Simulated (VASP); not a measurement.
**Ag: single point with r2SCAN**

Crystal: Ag.

```xyz
1
Lattice="0.0000 2.0675 2.0675 2.0675 0.0000 2.0675 2.0675 2.0675 0.0000" Properties=species:S:1:pos:R:3 pbc="T T T"
Ag    0.0000    0.0000    0.0000
```

```json
{
 "Program": "VASP 6.6.1",
 "Task": "single point",
 "Functional": "r2SCAN",
 "Potentials or basis": "VASP PAW PBE potentials, release 64 (Ag)",
 "Cutoff": "520 eV",
 "k mesh": "8 × 8 × 8",
 "Occupations": "gaussian, width 0.1 eV",
 "Spin": "no spin polarisation",
 "Dipole correction": "no",
 "Further INCAR settings": "ALGO = Normal; EDIFF = 1e-06; NBANDS = 12"
}
```

```yaml
Pressure: -1.4 GPa
```

Levels at points of the mesh, in eV from the Fermi level:
```
           k point  band 2  band 3  band 4  band 5  band 6  band 7  band 8  band 9  band 10  band 11
(0.00, 0.00, 0.00)   -4.77   -4.77   -4.77   -3.79   -3.79   16.80   20.29   20.29    20.29    25.16
(0.50, 0.00, 0.00)   -4.80   -4.80   -3.02   -3.02    0.00    3.74   16.02   18.44    18.44    23.30
(0.50, 0.50, 0.00)   -6.21   -3.06   -2.82   -2.82    2.00    6.92   11.17   11.17    17.48    17.61
```

Run time: 14 s on 1 thread of Intel(R) Xeon(R) Platinum 8488C (Sapphire Rapids), on a shared host, peak memory 0.14 GiB.

Caveat: the PAW data sets were made with another functional, which shifts forces and pressure a little.
